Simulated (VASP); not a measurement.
Wanted: the native input for a VASP 6.6.1 run.

```yaml
Task: single point
Functional: PBE0
Potentials_or_basis: VASP PAW PBE potentials, release 64 (As, Ga_d)
Cutoff: 450 eV
k_mesh: 4 × 4 × 4
Occupations: gaussian, width 0.02 eV
Spin: no spin polarisation
Further_INCAR_settings: ALGO = Normal; EDIFF = 1e-07
Share_of_exact_exchange: 0.25
Grid_for_exact_exchange_PRECFOCK: Fast
```

Crystal: GaAs.

```
CELL_PARAMETERS angstrom
0.00000 2.82685 2.82685
2.82685 0.00000 2.82685
2.82685 2.82685 0.00000
ATOMIC_POSITIONS crystal
As 0.75000 0.75000 0.75000
Ga 0.00000 0.00000 0.00000
```

One way to write it, as run:

POSCAR

```
GaAs
1.0
    0.0000000000      2.8268500000      2.8268500000
    2.8268500000      0.0000000000      2.8268500000
    2.8268500000      2.8268500000      0.0000000000
As Ga
1 1
Direct
    0.7500000000      0.7500000000      0.7500000000
    0.0000000000      0.0000000000      0.0000000000
```

INCAR.step1

```
SYSTEM = GaAs
ALGO = Normal
EDIFF = 1E-5
ENCUT = 450
GGA = PE
ISIF = 2
ISMEAR = 0
LASPH = .True.
LCHARG = .False.
LREAL = .False.
LWAVE = .True.
NELM = 100
PREC = Accurate
SIGMA = 0.02
```

INCAR.step2

```
SYSTEM = GaAs
AEXX = 0.25
ALGO = Normal
EDIFF = 1E-7
ENCUT = 450
GGA = PE
ISIF = 2
ISMEAR = 0
ISTART = 1
LASPH = .True.
LCHARG = .False.
LHFCALC = .True.
LREAL = .False.
LWAVE = .False.
NELM = 100
PREC = Accurate
PRECFOCK = Fast
SIGMA = 0.02
```

KPOINTS

```
k-points
0
Gamma
  4 4 4
```

Potentials or basis: VASP PAW PBE potentials, release 64 (As, Ga_d).

Run with:

```bash
$ cat potpaw_PBE.64/As/POTCAR potpaw_PBE.64/Ga_d/POTCAR > POTCAR
$ cp INCAR.step1 INCAR
$ mpirun -np 1 vasp_std > vasp.out
$ cp INCAR.step2 INCAR
$ mpirun -np 1 vasp_std > vasp.out
```

It gave:

```yaml
Pressure: 0.9 GPa
Band_gap_on_the_k_mesh: 2.18 eV
```

Caveat: the k points lie up to 0.48 Å⁻¹ apart; the PAW data sets were made with another functional, which shifts forces and pressure a little.

It took 64 s on 1 thread of Intel(R) Xeon(R) 6975P-C (Granite Rapids) (shared host), peak memory 0.15 GiB.
